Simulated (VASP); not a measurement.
Runs of VASP 6.6.1 on SbBr. The structure is that of space group Pm-3m (No. 221), or close to it. The cells are those of the table. 

| task | cell | k mesh | cutoff (eV) | gap on the mesh (eV) | pressure (GPa) | relaxed volume (Å³/atom) |
| --- | --- | --- | --- | --- | --- | --- |
| single point | a = 4.170 Å, 2 atoms | 4 × 4 × 4 | 520 | none | (a) | - |
| relaxation of cell and atoms | relaxed from a = 3.768 Å, 2 atoms | 14 × 14 × 14 | 600 | none | 0.0 | 26.95 |
| single point | a = 3.768 Å, 2 atoms | 4 × 4 × 4 | 520 | none | 0.0 | - |
| single point | a = 3.781 Å, 2 atoms | 14 × 14 × 14 | 520 | none | -0.2 | - |
| relaxation of cell and atoms | relaxed from a = 4.170 Å, 2 atoms | 4 × 4 × 4 | 600 | none | 0.0 | 26.70 |

Alike in all rows: level PBE; potentials or basis VASP PAW PBE potentials, release 64 (Sb, Br); no spin polarisation; smearing gaussian 0.1 eV.

**Question.** Fill in the values left out.

**Answer.** (a) -6.5.

Caveats: some runs use coarse meshes; spin-orbit coupling is left out, which moves the levels of the heavy elements; the volume moved by over 15 % at a fixed basis, so the end points are rough (some runs).

A k mesh can miss the band edges, and the runs leave out spin-orbit coupling on Br, Sb.

A gap of «none» marks levels without a gap at the run's occupations.
